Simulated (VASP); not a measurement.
# AlN (Pna2_1) in VASP: further runs, part 2 of 2

VASP 6.6.1.

### Step 3. Single point, PBE (mode 4 frozen in at -0.074 Å and mode 5 at -0.310 Å (largest displacements))

File INCAR:

```
PREC = Accurate
ENCUT = 520
EDIFF = 1E-6
ISMEAR = 0
SIGMA = 0.05
LREAL = False
LASPH = True
NELM = 80
ALGO = Normal
ISIF = 2
LWAVE = False
LCHARG = False
GGA = PE
NBANDS = 26
```

File KPOINTS:

```
Automatic mesh
0
Gamma
  8 6 4
```

File POSCAR:

```
AlN
1.0
   -3.3134793387      0.0000000000      0.0000000000
    0.0000000000      0.0000000000     -4.1875902400
    0.0000000000     -5.7391145645      0.0000000000
Al N
4 4
Direct
    0.5222123009      0.2115695089      0.1666666667
   -0.0222123009      0.2115695089      0.6666666667
    0.0222123009      0.7115695089      0.3333333333
    0.4777876991      0.7115695089      0.8333333333
    0.5214016404      0.8240282554      0.1666666667
   -0.0214016404      0.8240282554      0.6666666667
    0.0214016404      0.3240282554      0.3333333333
    0.4785983596      0.3240282554      0.8333333333
```

Potentials or basis: VASP PAW PBE potentials, release 64 (Al, N).

Command:

```
cat potpaw_PBE.64/Al/POTCAR potpaw_PBE.64/N/POTCAR > POTCAR
mpirun -np 1 vasp_std > vasp.out
```

OUTCAR:

```text
PREC = Accurate
   ENCUT = 520
   EDIFF = 1E-6
   ISMEAR = 0
   LREAL = False
   LASPH = True
   NELM = 80
   ISIF = 2
   GGA = PE

 ion  position               nearest neighbor table
   1  0.522  0.212  0.167-   5 1.62   7 1.97   7 1.97   8 1.98   5 2.56   3 2.84   3 2.84   3 2.84
                             3 2.84   4 2.84   4 2.84   2 3.24   2 3.24
   2  0.978  0.212  0.667-   6 1.62   8 1.97   8 1.97   7 1.98   6 2.56   4 2.84   4 2.84   4 2.84
                             4 2.84   3 2.84   3 2.84   1 3.24   1 3.24
   3  0.022  0.712  0.333-   7 1.62   5 1.97   5 1.97   6 1.98   7 2.56   1 2.84   1 2.84   1 2.84
                             1 2.84   2 2.84   2 2.84   4 3.24   4 3.24
   4  0.478  0.712  0.833-   8 1.62   6 1.97   6 1.97   5 1.98   8 2.56   2 2.84   2 2.84   2 2.84
                             2 2.84   1 2.84   1 2.84   3 3.24   3 3.24
   5  0.521  0.824  0.167-   1 1.62   3 1.97   3 1.97   4 1.98   1 2.56
   6  0.979  0.824  0.667-   2 1.62   4 1.97   4 1.97   3 1.98   2 2.56
   7  0.021  0.324  0.333-   3 1.62   1 1.97   1 1.97   2 1.98   3 2.56
   8  0.479  0.324  0.833-   4 1.62   2 1.97   2 1.97   1 1.98   4 2.56

  LATTYP: Found a simple orthorhombic cell.
 ALAT       =     3.3134793387
 B/A-ratio  =     1.2638045426
 C/A-ratio  =     1.7320508076

  Lattice vectors:

 A1 = (  -3.3134793387,   0.0000000000,   0.0000000000)
 A2 = (   0.0000000000,   0.0000000000,  -4.1875902400)
 A3 = (   0.0000000000,  -5.7391145645,   0.0000000000)

Analysis of symmetry for initial positions (statically):
=====================================================================
 Subroutine PRICEL returns:
 Original cell was already a primitive cell.

 Routine SETGRP: Setting up the symmetry group for a
 simple orthorhombic supercell.

 Subroutine GETGRP returns: Found  4 space group operations
 (whereof  1 operations were pure point group operations)
 out of a pool of  8 trial point group operations.

The static configuration has the point symmetry C_1 .
 The point group associated with its full space group is C_2v.

Analysis of symmetry for dynamics (positions and initial velocities):
=====================================================================
 Subroutine PRICEL returns:
 Original cell was already a primitive cell.

 Routine SETGRP: Setting up the symmetry group for a
 simple orthorhombic supercell.

 Subroutine GETGRP returns: Found  4 space group operations
 (whereof  1 operations were pure point group operations)
 out of a pool of  8 trial point group operations.

The dynamic configuration has the point symmetry C_1 .
 The point group associated with its full space group is C_2v.

 Subroutine INISYM returns: Found  4 space group operations
 (whereof  1 operations are pure point group operations),
 and found     1 'primitive' translations

----------------------------------------------------------------------------------------

                                     Primitive cell

  volume of cell :      79.6330

  direct lattice vectors                    reciprocal lattice vectors
    -3.313479339  0.000000000  0.000000000    -0.301797566  0.000000000  0.000000000
     0.000000000  0.000000000 -4.187590240     0.000000000  0.000000000 -0.238800824
     0.000000000 -5.739114565  0.000000000     0.000000000 -0.174242906  0.000000000

  length of vectors
[... 52 lines left out ...]
  0.125000  0.000000  0.000000      2.000000
  0.250000  0.000000  0.000000      2.000000
  0.375000  0.000000  0.000000      2.000000
  0.500000  0.000000  0.000000      1.000000
  0.000000  0.166667  0.000000      2.000000
[... 16 lines left out ...]
  0.250000  0.000000  0.250000      4.000000
  0.375000  0.000000  0.250000      4.000000
 [... further k-points ...]
   k-points           NKPTS =     60   k-points in BZ     NKDIM =     60   number of bands    NBANDS=     26
   number of dos      NEDOS =    301   number of ions     NIONS =      8
   total plane-waves  NPLWV =  43008
   dimension x,y,z NGX =    28 NGY =   32 NGZ =   48
   dimension x,y,z NGXF=    56 NGYF=   64 NGZF=   96
   ions per type =               4   4
   NGX,Y,Z   is equivalent  to a cutoff of  14.05, 12.70, 13.90 a.u.
   NGXF,Y,Z  is equivalent  to a cutoff of  28.10, 25.41, 27.81 a.u.
 SYSTEM =  unknown system
   PREC   = accura    normal or accurate (medium, high low for compatibility)
   ISTART =      0    job   : 0-new  1-cont  2-samecut
   ICHARG =      2    charge: 1-file 2-atom 10-const
   ISPIN  =      1    spin polarized calculation?
   LNONCOLLINEAR =      F non collinear calculations
   LSORBIT =      F    spin-orbit coupling
   LASPH  =      T    aspherical Exc in radial PAW
   ENCUT  =  520.0 eV  38.22 Ry    6.18 a.u.   6.16  7.79 10.67*2*pi/ulx,y,z
   NELM   =     80;   NELMIN=  2; NELMDL= -5     # of ELM steps
   EDIFF  = 0.1E-05   stopping-criterion for ELM
   LREAL  =      F    real-space projection
   EDIFFG = 0.1E-04   stopping-criterion for IOM
   NSW    =      0    number of steps for IOM
   IBRION =     -1    ionic relax: 0-MD 1-quasi-New 2-CG
   NFREE  =      0    steps in history (QN), initial steepest desc. (CG)
   ISIF   =      2    stress and relaxation
   ISYM   =      2    0-nonsym 1-usesym 2-fastsym
   POTIM  = 0.5000    time-step for ionic-motion
   TEBEG  =    0.0;   TEEND  =   0.0 temperature during run
   PSTRESS=    0.0 pullay stress
   NELECT =      32.0000    total number of electrons
   NUPDOWN=      -1.0000    fix difference up-down
   EMIN   =  10.00;   EMAX   =-10.00  energy-range for DOS
   EFERMI =   0.00;   METHOD = LEGACY
   ISMEAR =     0;   SIGMA  =   0.05  broadening in eV -4-tet -1-fermi 0-gaus
   EFERMI_NEDOS =   21; number of points for ismear=-14 and -15
   IALGO  =     38    algorithm
   IMIX   =      4    mixing-type and parameters
     AMIX     =   0.40;   BMIX     =  1.00
     AMIX_MAG =   1.60;   BMIX_MAG =  1.00
  volume/ion in A,a.u.               =       9.95        67.17
  Fermi-wavevector in a.u.,A,eV,Ry     =   1.208074  2.282930 19.856940  1.459444
  Thomas-Fermi vector in A             =   2.343693
   LORBIT       =      0    0 simple, 1 ext, 2 COOP (PROOUT), +10 PAW based schemes
   GGA     = PE    functional components
   LHFCALC =     F    Hartree Fock is set to
   AEXX    =    0.0000 exact exchange contribution
   IVDW    =     0    specifies the selected vdW correction
   LEPSILON=     F    determine dielectric tensor
   LRPA    =     F    only Hartree local field effects (RPA)
 non-spin polarized calculation
 Gauss-broadening in eV      SIGMA  =   0.05
  energy-cutoff  :      520.00
  volume of cell :       79.63
 maximum number of plane-waves:      2174
 NGX is ok and might be reduce to    28
   NGX = 13   NGY = 15   NGZ = 21

 number of electron      31.9999998 magnetization

 Free energy of the ion-electron system (eV)
  ---------------------------------------------------
  ext. energy  EPLUGINS =         0.00000000
  ---------------------------------------------------
  free energy    TOTEN  =       -55.28459918 eV

  energy without entropy =      -55.28459918  energy(sigma->0) =      -55.28459918

 E-fermi :   7.2402     XC(G=0): -11.0868

 val. band max:        6.9460800762   @ k =   0.0000   0.0000   0.0000
 cond. band min:      10.9571013301   @ k =   0.0000   0.0000   0.0000
 fundamental gap:      4.0110212539
 Fermi energy:         7.2401694937

 k-point     1 :       0.0000    0.0000    0.0000
  band No.  band energies     occupation
      1      -8.9537      2.00000
      2      -7.1829      2.00000
      3      -6.1088      2.00000
      4      -5.6081      2.00000
      5       1.2765      2.00000
      6       1.2899      2.00000
[... 685 lines left out ...]
     25      17.8489      0.00000
     26      18.3058      0.00000

 [... further k-points ...]
[... 5 lines left out ...]
  --------------------------------------------------------------------------------------
  -------------------------------------------------------------------------------------
  Total       -5.5796191     -5.3549191     50.1044417      0.0000000      0.0000000      0.0000000
  in kB     -112.2591614   -107.7383090   1008.0764509      0.0000000      0.0000000      0.0000000
  external PRESSURE =     262.6929935 kB  Pullay stress =       0.0000000 kB

 VOLUME and BASIS-vectors are now :
 -----------------------------------------------------------------------------
  energy-cutoff  :      520.00
  volume of cell :       79.63
      direct lattice vectors                 reciprocal lattice vectors
    -3.313479339  0.000000000  0.000000000    -0.301797566  0.000000000  0.000000000
     0.000000000  0.000000000 -4.187590240     0.000000000  0.000000000 -0.238800824
     0.000000000 -5.739114565  0.000000000     0.000000000 -0.174242906  0.000000000

 POSITION                                       TOTAL-FORCE (eV/Angst)
 -----------------------------------------------------------------------------------
     -1.73034     -0.95652     -0.88597         0.232550      0.024698     -6.662113
     -3.23988     -3.82608     -0.88597        -0.232550      0.024698     -6.662113
     -0.07360     -1.91304     -2.97976         0.232550     -0.024698     -6.662113
     -1.58314     -4.78260     -2.97976        -0.232550     -0.024698     -6.662113
     -1.72765     -0.95652     -3.45069         0.167172      0.035536      6.662113
     -3.24257     -3.82608     -3.45069        -0.167172      0.035536      6.662113
     -0.07091     -1.91304     -1.35690         0.167172     -0.035536      6.662113
     -1.58583     -4.78260     -1.35690        -0.167172     -0.035536      6.662113
 -----------------------------------------------------------------------------------
    total drift:                               -0.000000     -0.000004     -0.000325

  FREE ENERGIE OF THE ION-ELECTRON SYSTEM (eV)
  ---------------------------------------------------
  free  energy   TOTEN  =       -55.2845991788 eV

  energy  without entropy=      -55.2845991788  energy(sigma->0) =      -55.28459918
```

It took 66 s on 1 thread of Intel Xeon Platinum 8488C (Sapphire Rapids), shared host; peak memory 0.25 GiB.

What came out:

```
Free energy            : -55.2846 eV
Pressure               : 26.3 GPa
Largest force          : 6.666 eV/Å
Band gap on the k mesh : 4.01 eV
```

Forces in eV/Å, atoms in the order of the input:
```
Al   0.233  0.025 -6.662
Al  -0.233  0.025 -6.662
Al   0.233 -0.025 -6.662
Al  -0.233 -0.025 -6.662
N    0.167  0.036  6.662
N   -0.167  0.036  6.662
N    0.167 -0.036  6.662
N   -0.167 -0.036  6.662
```

Caveat: the cell differs from its parent crystal (mode 4 frozen in at -0.074 Å and mode 5 at -0.310 Å (largest displacements)); forces of over 1 eV/Å act on the atoms, so gaps and moduli don't describe the material at rest.

### Step 4. Single point, PBE (mode 4 frozen in at -0.074 Å and mode 5 at -0.248 Å (largest displacements))

File INCAR:

```
SYSTEM = AlN
ALGO     = Normal         ! electronic algorithm
EDIFF    = 1E-6           ! SCF threshold, eV
ENCUT    = 520            ! plane-wave cutoff, eV
GGA      = PE             ! functional
ISIF     = 2              ! what is computed and relaxed
ISMEAR   = 0              ! smearing method
LASPH    = .True.         ! aspherical terms in the spheres
LCHARG   = .False.        ! write CHGCAR
LREAL    = .False.        ! projectors in reciprocal space
LWAVE    = .False.        ! write WAVECAR
NBANDS   = 26             ! bands
NELM     = 100            ! most SCF steps
PREC     = Accurate       ! precision mode
SIGMA    = 0.05           ! smearing width, eV
```

File KPOINTS:

```
k-points
0
Gamma
  8 6 4
  0 0 0
```

File POSCAR:

```
AlN
1.0
   -3.3134793387      0.0000000000      0.0000000000
    0.0000000000      0.0000000000     -4.1875902400
    0.0000000000     -5.7391145645      0.0000000000
Al N
4 4
Direct
    0.5222123009      0.2192556071      0.1666666667
   -0.0222123009      0.2192556071      0.6666666667
    0.0222123009      0.7192556071      0.3333333333
    0.4777876991      0.7192556071      0.8333333333
    0.5214016404      0.8092226044      0.1666666667
   -0.0214016404      0.8092226044      0.6666666667
    0.0214016404      0.3092226044      0.3333333333
    0.4785983596      0.3092226044      0.8333333333
```

Command:

```
cat potpaw_PBE.64/Al/POTCAR potpaw_PBE.64/N/POTCAR > POTCAR
mpirun -np 1 vasp_std > vasp.out
```

Wall time 68 s (1 thread of Intel Xeon Platinum 8488C (Sapphire Rapids), shared host); peak memory 0.24 GiB.

It converged, with:

```
Free energy            : -57.1338 eV
Pressure               : 14.6 GPa
Largest force          : 3.439 eV/Å
Band gap on the k mesh : 3.79 eV
```

Forces in eV/Å, atoms in the order of the input:
```
Al   0.232  0.032 -3.431
Al  -0.232  0.032 -3.431
Al   0.232 -0.032 -3.431
Al  -0.232 -0.032 -3.431
N    0.150  0.042  3.431
N   -0.150  0.042  3.431
N    0.150 -0.042  3.431
N   -0.150 -0.042  3.431
```

Stress tensor (GPa, compression positive):
```
-7.96  0.00  0.00
 0.00 -7.60  0.00
 0.00  0.00 59.50
```

Levels at points of the mesh, in eV from the valence-band top:
| k point | band 14 | band 15 | band 16 | band 17 | band 18 | band 19 |
| --- | --- | --- | --- | --- | --- | --- |
| (0.00, 0.00, 0.00) | -0.92 | -0.84 | 0.00 | 3.79 | 4.41 | 4.77 |
| (0.50, 0.00, 0.00) | -1.97 | -1.55 | -1.55 | 6.31 | 6.31 | 6.49 |
| (0.00, 0.50, 0.00) | -1.74 | -1.24 | -1.24 | 5.43 | 5.43 | 5.78 |
| (0.50, 0.50, 0.00) | -0.64 | -0.54 | -0.54 | 6.52 | 6.52 | 7.00 |
| (0.00, 0.00, 0.50) | -0.83 | -0.69 | -0.69 | 5.26 | 5.26 | 6.49 |
| (0.50, 0.00, 0.50) | -2.21 | -0.84 | -0.84 | 4.38 | 4.38 | 7.23 |
| (0.00, 0.50, 0.50) | -1.35 | -1.35 | -1.35 | 5.87 | 5.87 | 5.87 |
| (0.50, 0.50, 0.50) | -1.26 | -1.22 | -1.22 | 5.44 | 5.44 | 5.49 |

Caveat: the cell differs from its parent crystal (mode 4 frozen in at -0.074 Å and mode 5 at -0.248 Å (largest displacements)); forces of over 1 eV/Å act on the atoms, so gaps and moduli don't describe the material at rest.
